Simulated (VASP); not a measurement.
A run of VASP 6.6.1 is set up as follows.

File INCAR:

```
PREC     = Accurate       # precision mode
ENCUT    = 520            # plane-wave cutoff, eV
EDIFF    = 1E-8           # SCF threshold, eV
ISMEAR   = -1             # smearing method
SIGMA    = 0.05           # smearing width, eV
LREAL    = False          # projectors in reciprocal space
LASPH    = True           # aspherical terms in the spheres
NELM     = 60             # most SCF steps
ALGO     = Normal         # electronic algorithm
ISIF     = 2              # what is computed and relaxed
LWAVE    = False          # write WAVECAR
LCHARG   = False          # write CHGCAR
GGA      = PE             # functional
LEFG     = True         
NBANDS   = 10             # bands
```

Contents of KPOINTS:

```
Automatic mesh
0
Gamma
  14 14 11
```

Contents of POSCAR:

```
BeSi
1.0
    2.5181832343      0.0000000000      0.0000000000
    0.0000000000      2.5181832343      0.0000000000
    0.0000000000      0.0000000000      3.5222731301
Be Si
1 1
Direct
    0.0000000000      0.0000000000      0.0000000000
    0.5000000000      0.5000000000      0.5000000000
```

Potentials or basis: VASP PAW PBE potentials, release 64 (Be, Si).

The run is started by

```console
$ cat potpaw_PBE.64/Be/POTCAR potpaw_PBE.64/Si/POTCAR > POTCAR
$ mpirun -np 1 vasp_std > vasp.out
```

Q: What does it give for the band gap on the k mesh?

A: Zero (bands 3 and 4 overlap by 10.28 eV).

Q: Estimate the pressure.

A: -0.5 GPa.

Electric field gradients, principal values (V/Å²):
```csv
atom,least,middle,greatest (by size)
1 Be,0.282,0.282,-0.564
2 Si,1.368,1.368,-2.735
```

Caveat: without QUAD_EFG the Cq values of the log hold for a quadrupole moment of 1 mb, not for the nuclei.
